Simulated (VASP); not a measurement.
Wanted: the native input for a VASP 6.6.1 run.

```
Task                   : single point
Functional             : PBE
Potentials or basis    : VASP PAW PBE potentials, release 64 (Na_pv, Cl)
Cutoff                 : 520 eV
k mesh                 : 6 × 6 × 4
Occupations            : gaussian, width 0.01 eV
Spin                   : no spin polarisation
Dipole correction      : no
Further INCAR settings : ALGO = Normal; EDIFF = 1e-06; NBANDS = 22
```

The structure of NaCl lies in POSCAR:

```
NaCl
1.0
    4.8719090942      0.0000000000      0.0000000000
   -2.4359545471      4.2191970405      0.0000000000
    0.0000000000      0.0000000000      5.7682597562
Na Cl
2 2
Direct
    0.3333333333      0.6666666667      0.2500000000
    0.6666666667      0.3333333333      0.7500000000
    0.6666666667      0.3333333333      0.2500000000
    0.3333333333      0.6666666667      0.7500000000
```

The input as run:

INCAR

```
PREC = Accurate
ENCUT = 520
EDIFF = 1E-6
ISMEAR = 0
SIGMA = 0.01
LREAL = False
LASPH = True
NELM = 80
ALGO = Normal
ISIF = 2
LWAVE = False
LCHARG = False
GGA = PE
NBANDS = 22
```

KPOINTS

```
regular mesh
0
Gamma
  6 6 4
```

Potentials or basis: VASP PAW PBE potentials, release 64 (Na_pv, Cl).

Command:

```console
$ cat potpaw_PBE.64/Na_pv/POTCAR potpaw_PBE.64/Cl/POTCAR > POTCAR
$ mpirun -np 1 vasp_std > vasp.out
```

Results of the run:

```yaml
Pressure: -1.0 GPa
Band_gap_on_the_k_mesh: 4.61 eV
```

Run time: 84 s on 1 thread of Intel Xeon 8259CL, on a shared host, peak memory 0.24 GiB.
